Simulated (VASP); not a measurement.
KNaICl: single point with LDA

The system is KNaICl.

```xyz
4
Lattice="4.0594 0.0000 0.0000 0.0000 4.9614 0.0000 0.0000 0.0000 6.8191" Properties=species:S:1:pos:R:3 pbc="T T T"
K     2.0297    2.4807    3.4095
Na    0.0000    0.0000    0.0000
I     2.0297    2.4807    0.0000
Cl    0.0000    0.0000    3.4095
```

This cell differs from its parent crystal: strain -0.1000 x Voigt [1, -1, 0, 0, 0, 0].

- Program: VASP 6.6.1
- Task: single point
- Functional: LDA
- Potentials or basis: VASP PAW LDA potentials, release 64 (K_sv, Na_pv, I, Cl)
- Cutoff: 520 eV
- k mesh: 6 × 6 × 4
- Occupations: gaussian, width 0.05 eV
- Spin: no spin polarisation

```yaml
Pressure: -2.0 GPa
Band_gap_on_the_k_mesh: 2.91 eV (least direct gap 2.92 eV)
```

Stress tensor (GPa, compression positive):
```
-0.15  0.00  0.00
 0.00 -3.73  0.00
 0.00  0.00 -1.99
```

Levels at points of the mesh, in eV from the valence-band top:
| k point | band 12 | band 13 | band 14 | band 15 | band 16 | band 17 | band 18 | band 19 |
| --- | --- | --- | --- | --- | --- | --- | --- | --- |
| (0.00, 0.00, 0.00) | -0.98 | -0.71 | -0.69 | -0.01 | 2.91 | 4.66 | 5.98 | 6.35 |
| (0.50, 0.00, 0.00) | -1.37 | -1.27 | -0.93 | -0.89 | 5.13 | 5.36 | 6.18 | 6.74 |
| (0.00, 0.50, 0.00) | -1.42 | -1.18 | -0.79 | 0.00 | 5.37 | 5.58 | 5.85 | 6.76 |
| (0.50, 0.50, 0.00) | -1.22 | -1.18 | -1.18 | -0.77 | 3.99 | 4.87 | 5.28 | 6.45 |
| (0.00, 0.00, 0.50) | -1.27 | -1.18 | -0.67 | -0.05 | 3.79 | 5.00 | 5.96 | 6.20 |
| (0.50, 0.00, 0.50) | -1.37 | -1.05 | -0.97 | -0.94 | 4.83 | 4.88 | 6.52 | 7.12 |
| (0.00, 0.50, 0.50) | -1.07 | -1.02 | -0.79 | -0.01 | 4.67 | 5.54 | 6.79 | 6.89 |
| (0.50, 0.50, 0.50) | -1.47 | -1.28 | -1.25 | -1.08 | 4.58 | 6.11 | 6.57 | 6.72 |

Run time: 3.1 min on 1 thread of Oxide Virtual Turin-like Processor (shared host), peak memory 0.27 GiB.

Caveat: the cell differs from its parent crystal (strain -0.1000 x Voigt [1, -1, 0, 0, 0, 0]); spin-orbit coupling is left out, which moves the levels of the heavy elements. A k mesh can miss the band edges.
